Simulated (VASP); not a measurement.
Rb, 2 atoms in the cell. The structure is hexagonal, space group P6_3/mmc (No. 194). The conventional cell has a = 5.253 Å, b = 5.253 Å, c = 8.662 Å, α = 90.00°, β = 90.00°, γ = 120.00°. This isn't the form of Rb at room conditions, which is bcc.

- Program: VASP 6.6.1
- Task: single point
- Functional: revPBE
- Potentials or basis: VASP PAW PBE potentials, release 64 (Rb_sv)
- Cutoff: 520 eV
- k mesh: 8 × 8 × 4
- Occupations: fermi-dirac, width 0.1 eV
- Spin: no spin polarisation
- Dipole correction: no
- Further INCAR settings: ALGO = Normal; EDIFF = 1e-06; NBANDS = 16

Potentials or basis: VASP PAW PBE potentials, release 64 (Rb_sv).

Launch:

```console
$ cat potpaw_PBE.64/Rb_sv/POTCAR > POTCAR
$ mpirun -np 1 vasp_std > vasp.out
```

Hardware: 1 thread of Intel(R) Xeon(R) 6975P-C (Granite Rapids), with other jobs on the host.

Question: How long does it take, and how much memory?

Answer: It took 43 s on 1 thread of Intel(R) Xeon(R) 6975P-C (Granite Rapids), on a shared host, peak memory 0.32 GiB. Counts: scf iterations 10, k points 30.
